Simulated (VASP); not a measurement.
Here is a VASP 6.6.1 calculation.

The input INCAR:

```
SYSTEM = BeTe
PREC = Accurate ; ENCUT = 520
EDIFF = 1E-6 ; ISMEAR = 0
SIGMA = 0.01 ; LREAL = .False.
LASPH = .True. ; NELM = 100
ALGO = Normal ; ISIF = 2
LWAVE = .False. ; LCHARG = .False.
GGA = PE ; NBANDS = 11
```

File KPOINTS:

```
regular mesh
0
Gamma
  4 4 4
  0 0 0
```

File POSCAR:

```
BeTe
1.0
    0.0000000000      2.8286236255      2.9134823342
    2.8286236255      0.0000000000      2.9134823342
    2.8286236255      2.8286236255      0.0000000000
Be Te
1 1
Direct
    0.0000000000      0.0000000000      0.0000000000
    0.2500000000      0.2500000000      0.2500000000
```

Potentials or basis: VASP PAW PBE potentials, release 64 (Be, Te).

Command:

```bash
$ cat potpaw_PBE.64/Be/POTCAR potpaw_PBE.64/Te/POTCAR > POTCAR
$ mpirun -np 1 vasp_std > vasp.out
```

Task: Estimate the pressure.

Result: -0.9 GPa.

Task: Predict the band gap on the k mesh.

Result: 1.95 eV (least direct gap 3.45 eV).

Stress tensor (GPa, compression positive):
```
-0.26  0.00  0.00
 0.00 -0.26  0.00
 0.00  0.00 -2.10
```

Caveat: the k points lie up to 0.48 Å⁻¹ apart; the cell differs from its parent crystal (uniaxial z strain +3.0%); spin-orbit coupling is left out, which moves the levels of the heavy elements. A k mesh can miss the band edges.
